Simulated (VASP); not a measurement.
# SrNb (Fm-3m) in VASP: notebook

The runs below take SrNb through single point, relaxation of cell and atoms, with PBE.

Everything below comes from runs of VASP 6.6.1. Logs are shortened: lines on timing, memory, paths and dates and some standing lists are left out, and cuts for length are marked.

## 1. The cell of the first run

Symmetry: Fm-3m, No. 225, cubic system. Conventional cell: a = 5.817 Å, b = 5.817 Å, c = 5.817 Å, α = 90.00°, β = 90.00°, γ = 90.00°. Sr (site symmetry m-3m) has 6 Nb at 2.91 Å within 3.8 Å. Within 3.8 Å of Nb (site symmetry m-3m) lie 6 Sr at 2.91 Å.

## 2. Single point, PBE

INCAR reads:

```
SYSTEM = SrNb
PREC     = Accurate       ! precision mode
ENCUT    = 520            ! plane-wave cutoff, eV
EDIFF    = 1E-6           ! SCF threshold, eV
ISMEAR   = 0              ! smearing method
SIGMA    = 0.1            ! smearing width, eV
LREAL    = .FALSE.        ! projectors in reciprocal space
LASPH    = .TRUE.         ! aspherical terms in the spheres
NELM     = 100            ! most SCF steps
ALGO     = Fast           ! electronic algorithm
ISIF     = 2              ! what is computed and relaxed
LWAVE    = .FALSE.        ! write WAVECAR
LCHARG   = .FALSE.        ! write CHGCAR
GGA      = PE             ! functional
NBANDS   = 18             ! bands
```

KPOINTS reads:

```
regular mesh
0
G
  6 6 6
  0 0 0
```

POSCAR reads:

```
SrNb
1.0
    0.0000000000      2.9083687264      2.9083687264
    2.9083687264      0.0000000000      2.9083687264
    2.9083687264      2.9083687264      0.0000000000
Sr Nb
1 1
Direct
    0.0000000000      0.0000000000      0.0000000000
    0.5000000000      0.5000000000      0.5000000000
```

Potentials or basis: VASP PAW PBE potentials, release 64 (Sr_sv, Nb_sv).

Run with:

```bash
$ cat potpaw_PBE.64/Sr_sv/POTCAR potpaw_PBE.64/Nb_sv/POTCAR > POTCAR
$ mpirun -np 1 vasp_std > vasp.out
```

OUTCAR:

```text
SYSTEM = SrNb
   PREC = Accurate
   ENCUT = 520
   EDIFF = 1E-6
   ISMEAR = 0
   LREAL = .FALSE.
   LASPH = .TRUE.
   NELM = 100
   ISIF = 2
   GGA = PE

 ion  position               nearest neighbor table
   1  0.000  0.000  0.000-   2 2.91   2 2.91   2 2.91   2 2.91   2 2.91   2 2.91
   2  0.500  0.500  0.500-   1 2.91   1 2.91   1 2.91   1 2.91   1 2.91   1 2.91

  LATTYP: Found a face centered cubic cell.
 ALAT       =     5.8167374528

  Lattice vectors:

 A1 = (   0.0000000000,   2.9083687264,   2.9083687264)
 A2 = (   2.9083687264,   0.0000000000,   2.9083687264)
 A3 = (   2.9083687264,   2.9083687264,   0.0000000000)

Analysis of symmetry for initial positions (statically):
=====================================================================
 Subroutine PRICEL returns:
 Original cell was already a primitive cell.

 Routine SETGRP: Setting up the symmetry group for a
 face centered cubic supercell.

 Subroutine GETGRP returns: Found 48 space group operations
 (whereof 48 operations were pure point group operations)
 out of a pool of 48 trial point group operations.

The static configuration has the point symmetry O_h .

Analysis of symmetry for dynamics (positions and initial velocities):
=====================================================================
 Subroutine PRICEL returns:
 Original cell was already a primitive cell.

 Routine SETGRP: Setting up the symmetry group for a
 face centered cubic supercell.

 Subroutine GETGRP returns: Found 48 space group operations
 (whereof 48 operations were pure point group operations)
 out of a pool of 48 trial point group operations.

The dynamic configuration has the point symmetry O_h .

 Subroutine INISYM returns: Found 48 space group operations
 (whereof 48 operations are pure point group operations),
 and found     1 'primitive' translations

----------------------------------------------------------------------------------------

                                     Primitive cell

  volume of cell :      49.2015

  direct lattice vectors                    reciprocal lattice vectors
     0.000000000  2.908368726  2.908368726    -0.171917679  0.171917679  0.171917679
     2.908368726  0.000000000  2.908368726     0.171917679 -0.171917679  0.171917679
     2.908368726  2.908368726  0.000000000     0.171917679  0.171917679 -0.171917679

  length of vectors
     4.113054497  4.113054497  4.113054497     0.297770154  0.297770154  0.297770154

  position of ions in fractional coordinates (direct lattice)
     0.000000000  0.000000000  0.000000000
     0.500000000  0.500000000  0.500000000

[... 68 lines left out ...]
   LREAL  =      F    real-space projection
   EDIFFG = 0.1E-04   stopping-criterion for IOM
   NSW    =      0    number of steps for IOM
   IBRION =     -1    ionic relax: 0-MD 1-quasi-New 2-CG
   NFREE  =      0    steps in history (QN), initial steepest desc. (CG)
   ISIF   =      2    stress and relaxation
   ISYM   =      2    0-nonsym 1-usesym 2-fastsym
   POTIM  = 0.5000    time-step for ionic-motion
   TEBEG  =    0.0;   TEEND  =   0.0 temperature during run
   PSTRESS=    0.0 pullay stress
   NELECT =      23.0000    total number of electrons
   NUPDOWN=      -1.0000    fix difference up-down
   EMIN   =  10.00;   EMAX   =-10.00  energy-range for DOS
   EFERMI =   0.00;   METHOD = LEGACY
   ISMEAR =     0;   SIGMA  =   0.10  broadening in eV -4-tet -1-fermi 0-gaus
   EFERMI_NEDOS =   21; number of points for ismear=-14 and -15
   IALGO  =     68    algorithm
   IMIX   =      4    mixing-type and parameters
     AMIX     =   0.40;   BMIX     =  1.00
     AMIX_MAG =   1.60;   BMIX_MAG =  1.00
  volume/ion in A,a.u.               =      24.60       166.01
  Fermi-wavevector in a.u.,A,eV,Ry     =   1.270549  2.400989 21.963803  1.614294
  Thomas-Fermi vector in A             =   2.403530
   LORBIT       =      0    0 simple, 1 ext, 2 COOP (PROOUT), +10 PAW based schemes
   GGA     = PE    functional components
   LHFCALC =     F    Hartree Fock is set to
   AEXX    =    0.0000 exact exchange contribution
   IVDW    =     0    specifies the selected vdW correction
   LEPSILON=     F    determine dielectric tensor
   LRPA    =     F    only Hartree local field effects (RPA)
 non-spin polarized calculation
 RMM-DIIS sequential band-by-band and
 Gauss-broadening in eV      SIGMA  =   0.10
  energy-cutoff  :      520.00
  volume of cell :       49.20
 maximum number of plane-waves:      1363
 NGX is ok and might be reduce to    32
   NGX = 15   NGY = 15   NGZ = 15

 number of electron      23.0000001 magnetization

 Free energy of the ion-electron system (eV)
  ---------------------------------------------------
  ext. energy  EPLUGINS =         0.00000000
  ---------------------------------------------------
  free energy    TOTEN  =        -7.11614402 eV

  energy without entropy =       -7.09456886  energy(sigma->0) =       -7.10535644

 E-fermi :   6.0514     XC(G=0): -10.5255

 val. band max:        5.9647667273   @ k =   0.3333   0.1667   0.0000
 cond. band min:       6.0933123829   @ k =  -0.3333   0.1667   0.0000
 fundamental gap:      0.1285456557
 Fermi energy:         6.0514034471

 k-point     1 :       0.0000    0.0000    0.0000
  band No.  band energies     occupation
      1     -48.7764      2.00000
      2     -28.2617      2.00000
      3     -24.9129      2.00000
      4     -24.9129      2.00000
      5     -24.9129      2.00000
      6     -10.3322      2.00000
[... 313 lines left out ...]
      5     -24.9081      2.00000
      6     -10.5737      2.00000
[... 10 lines left out ...]
     17      10.6916      0.00000
     18      12.8818      0.00000

------------------------ aborting loop because EDIFF is reached ----------------------------------------

  FORCE on cell =-STRESS in cart. coord.  units (eV):
  Direction    XX          YY          ZZ          XY          YZ          ZX
  --------------------------------------------------------------------------------------
  -------------------------------------------------------------------------------------
  Total        2.9785610      2.9785610      2.9785610     -0.0000000      0.0000000      0.0000000
  in kB       96.9926185     96.9926185     96.9926185     -0.0000000      0.0000000      0.0000000
  external PRESSURE =      96.9926185 kB  Pullay stress =       0.0000000 kB

 VOLUME and BASIS-vectors are now :
 -----------------------------------------------------------------------------
  energy-cutoff  :      520.00
  volume of cell :       49.20
      direct lattice vectors                 reciprocal lattice vectors
     0.000000000  2.908368726  2.908368726    -0.171917679  0.171917679  0.171917679
     2.908368726  0.000000000  2.908368726     0.171917679 -0.171917679  0.171917679
     2.908368726  2.908368726  0.000000000     0.171917679  0.171917679 -0.171917679

 POSITION                                       TOTAL-FORCE (eV/Angst)
 -----------------------------------------------------------------------------------
      0.00000      0.00000      0.00000         0.000000     -0.000000      0.000000
      2.90837      2.90837      2.90837         0.000000      0.000000      0.000000
 -----------------------------------------------------------------------------------
    total drift:                                0.000000     -0.000000      0.000000

  FREE ENERGIE OF THE ION-ELECTRON SYSTEM (eV)
  ---------------------------------------------------
  free  energy   TOTEN  =        -7.1161440163 eV

  energy  without entropy=       -7.0945688554  energy(sigma->0) =       -7.10535644
```

OSZICAR:

```text
N       E                     dE             d eps       ncg     rms          rms(c)
DAV:   1     0.197567510573E+03    0.19757E+03   -0.12475E+04   576   0.124E+03
DAV:   2     0.491146087930E+01   -0.19266E+03   -0.18850E+03   694   0.411E+02
DAV:   3    -0.747226019891E+01   -0.12384E+02   -0.12074E+02  1112   0.742E+01
DAV:   4    -0.780643539568E+01   -0.33418E+00   -0.33300E+00   704   0.110E+01
[... 35 lines left out ...]
RMM:  40    -0.711614152490E+01   -0.39933E-06   -0.11547E-05   353   0.213E-02    0.104E-02
RMM:  41    -0.711614258651E+01   -0.10616E-05   -0.18225E-05   352   0.212E-02    0.107E-02
RMM:  42    -0.711614288768E+01   -0.30117E-06   -0.10407E-05   343   0.207E-02    0.107E-02
RMM:  43    -0.711614378673E+01   -0.89905E-06   -0.16444E-05   339   0.206E-02    0.110E-02
RMM:  44    -0.711614401634E+01   -0.22961E-06   -0.95884E-06   335   0.202E-02
   1 F= -.71161440E+01 E0= -.71053564E+01  d E =-.215752E-01
```

Wall time 23 s (1 thread of Intel Xeon 6975P-C (Granite Rapids), shared host); peak memory 0.18 GiB.

Results:

| Quantity | Value |
| --- | --- |
| Free energy | -7.1161 eV |
| Pressure | 9.7 GPa |

Levels at points of the mesh, in eV from the Fermi level:
| k point | band 7 | band 8 | band 9 | band 10 | band 11 | band 12 | band 13 | band 14 | band 15 | band 16 |
| --- | --- | --- | --- | --- | --- | --- | --- | --- | --- | --- |
| (0.00, 0.00, 0.00) | -16.38 | -16.38 | -4.24 | -1.34 | -1.34 | -1.34 | -1.29 | -1.29 | 6.64 | 7.16 |
| (0.50, 0.00, 0.00) | -16.54 | -16.54 | -1.28 | -0.99 | 0.27 | 0.27 | 1.20 | 1.20 | 2.55 | 2.72 |
| (0.50, 0.50, 0.00) | -16.49 | -16.49 | -2.79 | -1.30 | -0.51 | 0.22 | 1.30 | 1.30 | 1.48 | 6.06 |

## 3. Single point, PBE

This run uses another cell than the first one, of 31.22 Å³/atom, 1.269 times its volume.

INCAR reads:

```
PREC = Accurate ; ENCUT = 520
EDIFF = 1E-6 ; ISMEAR = 0
SIGMA = 0.1 ; LREAL = False
LASPH = True ; NELM = 80
ALGO = Normal ; ISIF = 2
LWAVE = False ; LCHARG = False
GGA = PE ; NBANDS = 18
```

KPOINTS reads:

```
Automatic mesh
0
Gamma
  6 6 6
```

POSCAR reads:

```
SrNb
1.0
    0.0000000000      3.1487222597      3.1487222597
    3.1487222597      0.0000000000      3.1487222597
    3.1487222597      3.1487222597      0.0000000000
Sr Nb
1 1
Direct
    0.0000000000      0.0000000000      0.0000000000
    0.5000000000      0.5000000000      0.5000000000
```

Potentials or basis: VASP PAW PBE potentials, release 64 (Sr_sv, Nb_sv).

Run with:

```bash
$ cat potpaw_PBE.64/Sr_sv/POTCAR potpaw_PBE.64/Nb_sv/POTCAR > POTCAR
$ mpirun -np 1 vasp_std > vasp.out
```

OUTCAR:

```text
PREC = Accurate
   ENCUT = 520
   EDIFF = 1E-6
   ISMEAR = 0
   LREAL = False
   LASPH = True
   NELM = 80
   ISIF = 2
   GGA = PE

 ion  position               nearest neighbor table
   1  0.000  0.000  0.000-   2 3.15   2 3.15   2 3.15   2 3.15   2 3.15   2 3.15
   2  0.500  0.500  0.500-   1 3.15   1 3.15   1 3.15   1 3.15   1 3.15   1 3.15

  LATTYP: Found a face centered cubic cell.
 ALAT       =     6.2974445194

  Lattice vectors:

 A1 = (   0.0000000000,   3.1487222597,   3.1487222597)
 A2 = (   3.1487222597,   0.0000000000,   3.1487222597)
 A3 = (   3.1487222597,   3.1487222597,   0.0000000000)

Analysis of symmetry for initial positions (statically):
=====================================================================
 Subroutine PRICEL returns:
 Original cell was already a primitive cell.

 Routine SETGRP: Setting up the symmetry group for a
 face centered cubic supercell.

 Subroutine GETGRP returns: Found 48 space group operations
 (whereof 48 operations were pure point group operations)
 out of a pool of 48 trial point group operations.

The static configuration has the point symmetry O_h .

Analysis of symmetry for dynamics (positions and initial velocities):
=====================================================================
 Subroutine PRICEL returns:
 Original cell was already a primitive cell.

 Routine SETGRP: Setting up the symmetry group for a
 face centered cubic supercell.

 Subroutine GETGRP returns: Found 48 space group operations
 (whereof 48 operations were pure point group operations)
 out of a pool of 48 trial point group operations.

The dynamic configuration has the point symmetry O_h .

 Subroutine INISYM returns: Found 48 space group operations
 (whereof 48 operations are pure point group operations),
 and found     1 'primitive' translations

[... 99 lines left out ...]
   EFERMI =   0.00;   METHOD = LEGACY
   ISMEAR =     0;   SIGMA  =   0.10  broadening in eV -4-tet -1-fermi 0-gaus
   EFERMI_NEDOS =   21; number of points for ismear=-14 and -15
   IALGO  =     38    algorithm
   IMIX   =      4    mixing-type and parameters
     AMIX     =   0.40;   BMIX     =  1.00
     AMIX_MAG =   1.60;   BMIX_MAG =  1.00
  volume/ion in A,a.u.               =      31.22       210.67
  Fermi-wavevector in a.u.,A,eV,Ry     =   1.173563  2.217713 18.738627  1.377250
  Thomas-Fermi vector in A             =   2.309974
   LORBIT       =      0    0 simple, 1 ext, 2 COOP (PROOUT), +10 PAW based schemes
   GGA     = PE    functional components
   LHFCALC =     F    Hartree Fock is set to
   AEXX    =    0.0000 exact exchange contribution
   IVDW    =     0    specifies the selected vdW correction
   LEPSILON=     F    determine dielectric tensor
   LRPA    =     F    only Hartree local field effects (RPA)
 non-spin polarized calculation
 Gauss-broadening in eV      SIGMA  =   0.10
  energy-cutoff  :      520.00
  volume of cell :       62.44
 maximum number of plane-waves:      1694
 NGX is ok and might be reduce to    36
   NGX = 17   NGY = 17   NGZ = 17

 number of electron      23.0000001 magnetization

 Free energy of the ion-electron system (eV)
  ---------------------------------------------------
  ext. energy  EPLUGINS =         0.00000000
  ---------------------------------------------------
  free energy    TOTEN  =        -7.45782341 eV

  energy without entropy =       -7.42157119  energy(sigma->0) =       -7.43969730

 E-fermi :   4.2030     XC(G=0):  -9.4879

 val. band max:        4.2027231086   @ k =   0.5000   0.3333   0.0000
 cond. band min:       4.2276467230   @ k =  -0.3333   0.3333   0.1667
 fundamental gap:      0.0249236144
 Fermi energy:         4.2030461505

 k-point     1 :       0.0000    0.0000    0.0000
  band No.  band energies     occupation
      1     -50.7976      2.00000
      2     -30.2934      2.00000
      3     -26.8835      2.00000
      4     -26.8835      2.00000
      5     -26.8835      2.00000
      6     -12.3627      2.00000
[... 313 lines left out ...]
      5     -26.8845      2.00000
      6     -12.4813      2.00000
[... 10 lines left out ...]
     17       7.7582      0.00000
     18      10.1913      0.00000

------------------------ aborting loop because EDIFF is reached ----------------------------------------

  FORCE on cell =-STRESS in cart. coord.  units (eV):
  Direction    XX          YY          ZZ          XY          YZ          ZX
  --------------------------------------------------------------------------------------
  -------------------------------------------------------------------------------------
  Total        0.0696827      0.0696827      0.0696827     -0.0000000      0.0000000      0.0000000
  in kB        1.7881450      1.7881450      1.7881450     -0.0000000      0.0000000      0.0000000
  external PRESSURE =       1.7881450 kB  Pullay stress =       0.0000000 kB

 VOLUME and BASIS-vectors are now :
 -----------------------------------------------------------------------------
  energy-cutoff  :      520.00
  volume of cell :       62.44
      direct lattice vectors                 reciprocal lattice vectors
     0.000000000  3.148722260  3.148722260    -0.158794571  0.158794571  0.158794571
     3.148722260  0.000000000  3.148722260     0.158794571 -0.158794571  0.158794571
     3.148722260  3.148722260  0.000000000     0.158794571  0.158794571 -0.158794571

 POSITION                                       TOTAL-FORCE (eV/Angst)
 -----------------------------------------------------------------------------------
      0.00000      0.00000      0.00000         0.000000      0.000000      0.000000
      3.14872      3.14872      3.14872        -0.000000     -0.000000     -0.000000
 -----------------------------------------------------------------------------------
    total drift:                                0.000000      0.000000      0.000000

  FREE ENERGIE OF THE ION-ELECTRON SYSTEM (eV)
  ---------------------------------------------------
  free  energy   TOTEN  =        -7.4578234118 eV

  energy  without entropy=       -7.4215711896  energy(sigma->0) =       -7.43969730
```

OSZICAR:

```text
N       E                     dE             d eps       ncg     rms          rms(c)
DAV:   1     0.185296447586E+03    0.18530E+03   -0.12239E+04   576   0.119E+03
DAV:   2     0.378716095599E+01   -0.18151E+03   -0.17816E+03   776   0.378E+02
DAV:   3    -0.801203334698E+01   -0.11799E+02   -0.11484E+02  1074   0.696E+01
DAV:   4    -0.830825648905E+01   -0.29622E+00   -0.29471E+00   776   0.108E+01
DAV:   5    -0.831842988806E+01   -0.10173E-01   -0.10160E-01   930   0.188E+00    0.238E+01
DAV:   6    -0.752899284102E+01    0.78944E+00   -0.66964E+00   766   0.124E+01    0.799E+00
DAV:   7    -0.747157961615E+01    0.57413E-01   -0.12002E+00   786   0.607E+00    0.668E+00
DAV:   8    -0.745774314498E+01    0.13836E-01   -0.11348E-01   948   0.199E+00    0.320E-01
DAV:   9    -0.745775596380E+01   -0.12819E-04   -0.41694E-03   830   0.435E-01    0.135E-01
DAV:  10    -0.745784724788E+01   -0.91284E-04   -0.62371E-04   932   0.164E-01    0.612E-02
DAV:  11    -0.745782313370E+01    0.24114E-04   -0.15972E-04   760   0.714E-02    0.118E-02
DAV:  12    -0.745782365936E+01   -0.52565E-06   -0.10245E-05   748   0.199E-02    0.502E-03
DAV:  13    -0.745782341175E+01    0.24761E-06   -0.54523E-07   360   0.625E-03
   1 F= -.74578234E+01 E0= -.74396973E+01  d E =-.362522E-01
```

stdout:

```text
POSCAR found type information on POSCAR SrNb
 POSCAR found :  2 types and       2 ions
 scaLAPACK will be used
 LDA part: xc-table for (Slater+PW92), standard interpolation
 POSCAR, INCAR and KPOINTS ok, starting setup
 FFT: planning ... GRIDC
 FFT: planning ... GRID_SOFT
 FFT: planning ... GRID
 WAVECAR not read
 entering main loop
```

Run time: 9.7 s. Hardware: 1 thread of Intel Xeon 6975P-C (Granite Rapids), shared host; peak memory 0.2 GiB.

Results:

```
Free energy : -7.4578 eV
Pressure    : 0.2 GPa
```

Levels at points of the mesh, in eV from the Fermi level:
| k point | band 7 | band 8 | band 9 | band 10 | band 11 | band 12 | band 13 | band 14 | band 15 | band 16 |
| --- | --- | --- | --- | --- | --- | --- | --- | --- | --- | --- |
| (0.00, 0.00, 0.00) | -16.57 | -16.57 | -3.98 | -0.80 | -0.80 | -0.76 | -0.76 | -0.76 | 6.00 | 6.00 |
| (0.50, 0.00, 0.00) | -16.62 | -16.62 | -1.32 | -0.87 | 0.18 | 0.18 | 0.88 | 0.88 | 1.57 | 2.55 |
| (0.50, 0.50, 0.00) | -16.62 | -16.62 | -1.85 | -1.36 | -0.23 | 0.10 | 0.89 | 1.05 | 1.05 | 4.64 |

(Continued in part 2 of 3.)
